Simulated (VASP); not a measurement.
Wanted: the native input for a VASP 6.6.1 run.

* Task: single point
* Functional: PBE
* Potentials or basis: VASP PAW PBE potentials, release 64 (C)
* Cutoff: 520 eV
* k mesh: 12 × 12 × 12
* Occupations: gaussian, width 0.05 eV
* Spin: no spin polarisation
* Dipole correction: no
* Further INCAR settings: ALGO = Normal; EDIFF = 1e-06; NBANDS = 11

The structure of C lies in POSCAR:

```
C
1.0
    0.0000000000      2.0180025815      1.7233384878
    1.6161879082      0.0000000000      1.7233384878
    1.6161879082      2.0180025815      0.0000000000
C
2
Direct
    0.5000000000      0.5000000000      0.5000000000
    0.7500000000      0.7500000000      0.7500000000
```

This cell differs from its parent crystal: strain +e along x and -e along y -0.1125, strain +e along z and -e/2 along x and y -0.0350.

These files were run (other wordings do the same):

INCAR

```
SYSTEM = C
  PREC = Accurate
  ENCUT = 520
  EDIFF = 1E-6
  ISMEAR = 0
  SIGMA = 0.05
  LREAL = .FALSE.
  LASPH = .TRUE.
  NELM = 60
  ALGO = Normal
  ISIF = 2
  LWAVE = .FALSE.
  LCHARG = .TRUE.
  GGA = PE
  LELF = .TRUE.
  LVHAR = .TRUE.
  NBANDS = 11
```

KPOINTS

```
regular mesh
0
G
  12 12 12
  0 0 0
```

Potentials or basis: VASP PAW PBE potentials, release 64 (C).

Run with:

```sh
$ cat potpaw_PBE.64/C/POTCAR > POTCAR
$ mpirun -np 1 vasp_std > vasp.out
```

Results of the run:

| Quantity | Value |
| --- | --- |
| Pressure | 7.9 GPa |
| Band gap on the k mesh | 0.67 eV, indirect (least direct gap 3.36 eV) |

Caveat: the cell differs from its parent crystal (strain +e along x and -e along y -0.1125, strain +e along z and -e/2 along x and y -0.0350).

Wall time 20 s on 1 thread of Intel(R) Xeon(R) Platinum 8375C CPU @ 2.90GHz (Ice Lake), with other jobs on the host, peak memory 0.14 GiB.
